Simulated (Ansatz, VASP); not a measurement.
**CdS in VASP and in Ansatz**

The input POSCAR:

```
CdS
1.0
    0.0000000000      3.1428000000      2.7936000000
    3.1428000000      0.0000000000      2.7936000000
    3.1428000000      3.1428000000      0.0000000000
Cd S
1 1
Direct
    0.0000000000      0.0000000000      0.0000000000
    0.7500000000      0.7500000000      0.7500000000
```

The input INCAR.step1:

```
SYSTEM = CdS
ALGO = Normal ; EDIFF = 1E-4
ENCUT = 520 ; GGA = PE
ISMEAR = 0 ; LASPH = .TRUE.
LCHARG = .FALSE. ; LREAL = .FALSE.
LWAVE = .TRUE. ; NBANDS = 16
NELM = 100 ; PREC = Accurate
SIGMA = 0.05
```

Contents of INCAR.step2:

```
SYSTEM = CdS
ALGO = Normal ; EDIFF = 1E-6
ENCUT = 520 ; ISIF = 2
ISMEAR = 0 ; ISTART = 1
LASPH = .TRUE. ; LCHARG = .FALSE.
LMIXTAU = .TRUE. ; LREAL = .FALSE.
LWAVE = .FALSE. ; METAGGA = R2SCAN
NBANDS = 16 ; NELM = 100
PREC = Accurate ; SIGMA = 0.05
```

File KPOINTS:

```
k-points
0
G
  8 8 8
  0 0 0
```

Input for Ansatz:

```yaml
crystal:
  lattice:
    - [0.0, 3.1428, 2.7936]
    - [3.1428, 0.0, 2.7936]
    - [3.1428, 3.1428, 0.0]
  atoms:
    - { symbol: Cd, position: [0.0, 0.0, 0.0] }
    - { symbol: S, position: [0.75, 0.75, 0.75] }
basis:
  ecutwfc: 500
kpoints:
  mp_grid: { grid: [8, 8, 8] }
hamiltonian:
  xc: r2scan
scf:
  occupations: { method: gaussian, width: 0.05 }
output:
  forces: true
  stress: true
  eigenvalues: true
```

Change from the starting cell: strain +0.080 along x and y, -0.040 along z, atoms carried along.

Alike in both runs: task single point; functional r2SCAN; k mesh 8 × 8 × 8; occupations gaussian, width 0.05 eV; no spin polarisation.

|  | VASP | Ansatz |
| --- | --- | --- |
| version | VASP 6.6.1 | Ansatz 0.2.0 |
| potentials or method | VASP PAW PBE potentials, release 64 (Cd, S), cutoff 520 eV | scalar-relativistic, plane waves, PAW |
| valence electrons in the cell | 18 | 26 |

```csv
,VASP,Ansatz,Ansatz less VASP
gap on the k mesh at the Fermi level (eV),1.14,1.15,+0.006
least direct gap on the mesh (eV),1.14,1.15,+0.006
pressure (GPa),-4.3,-4.5,-0.20
"traceless stress, the component that is largest in VASP (GPa)",1.46,1.48,+0.017
```

VASP's potentials were made for PBE, not for r2SCAN. VASP's potentials hold 18 valence electrons a cell and Ansatz's 26, so a difference there can come from the potentials and not from the codes.
